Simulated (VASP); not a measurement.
Wanted: the native input for a VASP 6.6.1 run.

* Task: relaxation of cell and atoms
* Functional: PBE
* Potentials or basis: VASP PAW PBE potentials, release 64 (Be, Te)
* Cutoff: 600 eV
* k mesh: 8 × 8 × 2
* Occupations: gaussian, width 0.1 eV
* Spin: no spin polarisation
* Dipole correction: no
* Further INCAR settings: ALGO = Normal; EDIFF = 1e-07; IBRION = 2; EDIFFG = -0.01; NSW = 100; ISIF = 3

The structure of BeTe3 lies in POSCAR:

```
BeTe3
1.0
    3.8347355886      0.0000000000      0.0000000000
    0.0000000000      3.8347355886      0.0000000000
    0.0000000000      0.0000000000     16.2092604415
Be Te
2 6
Direct
    0.0000000000      0.5000000000      0.0909820806
    0.5000000000      0.0000000000      0.9090179194
    0.5000000000      0.5000000000      0.1809909966
    0.5000000000      0.5000000000      0.8190090034
    0.0000000000      0.0000000000      0.0000000000
    0.0000000000      0.5000000000      0.3594390593
    0.0000000000      0.0000000000      0.5000000000
    0.5000000000      0.0000000000      0.6405609407
```

The input as run:

INCAR

```
ALGO = Normal
EDIFF = 1E-7
EDIFFG = -0.01
ENCUT = 600
GGA = PE
IBRION = 2
ISIF = 3
ISMEAR = 0
LASPH = True
LCHARG = False
LREAL = False
LWAVE = False
NELM = 100
NSW = 100
PREC = Accurate
SIGMA = 0.1
```

KPOINTS

```
k-points
0
Gamma
  8 8 2
```

Potentials or basis: VASP PAW PBE potentials, release 64 (Be, Te).

Command:

```sh
$ cat potpaw_PBE.64/Be/POTCAR potpaw_PBE.64/Te/POTCAR > POTCAR
$ mpirun -np 1 vasp_std > vasp.out
```

It gave:

- Relaxed volume: 30.43 Å³/atom
- Relaxed cell: a = 3.852 Å, b = 3.852 Å, c = 16.404 Å, α = 90.00°, β = 90.00°, γ = 90.00°
- Space group after relaxing (to 0.1 Å): P-4m2 (No. 115)
- Energy gained by relaxing: 1.9 meV/atom
- Ionic steps: 13
- Pressure after relaxing: 0.0 GPa
- Largest force after relaxing: 0.009 eV/Å
- Band gap on the k mesh: zero (bands 20 and 21 overlap by 1.96 eV)

Caveat: spin-orbit coupling is left out, which moves the levels of the heavy elements; this functional lacks dispersion, which binds layers or chains, so the pressure and a relaxed spacing across them are unreliable.

Wall time 14 min on 1 thread of Intel(R) Xeon(R) 6975P-C (Granite Rapids), on a shared host, peak memory 0.53 GiB.
